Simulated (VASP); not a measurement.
A run of VASP 6.6.1 is set up as follows.

File INCAR:

```
SYSTEM = HfN
  PREC = Accurate
  ENCUT = 520
  EDIFF = 1E-6
  ISMEAR = -1
  SIGMA = 0.15
  LREAL = .FALSE.
  LASPH = .TRUE.
  NELM = 80
  ALGO = Normal
  ISIF = 2
  LWAVE = .FALSE.
  LCHARG = .TRUE.
  GGA = PS
  LELF = .TRUE.
  LVHAR = .TRUE.
  NBANDS = 23
```

File KPOINTS:

```
Automatic mesh
0
G
  9 9 5
  0 0 0
```

POSCAR

```
HfN
1.0
    3.1339080000      0.0000000000      0.0000000000
   -1.5669540000      2.7140440000      0.0000000000
    0.0000000000      0.0000000000      5.4167680000
Hf N
2 2
Direct
    0.6666666667      0.3333333333      0.7500000000
    0.3333333333      0.6666666667      0.2500000000
    0.0000000000      0.0000000000      0.0000000000
    0.0000000000      0.0000000000      0.5000000000
```

Potentials or basis: VASP PAW PBE potentials, release 64 (Hf_pv, N).

Run with:

```console
$ cat potpaw_PBE.64/Hf_pv/POTCAR potpaw_PBE.64/N/POTCAR > POTCAR
$ mpirun -np 1 vasp_std > vasp.out
```

Q: Predict the band gap on the k mesh.

A: Zero (band 15 reaches 9.19 eV, above the bottom of band 16 at 7.52 eV).

Q: Estimate the pressure.

A: -4.4 GPa.

Caveat: the PAW data sets were made with another functional, which shifts forces and pressure a little; spin-orbit coupling is left out, which moves the levels of the heavy elements.
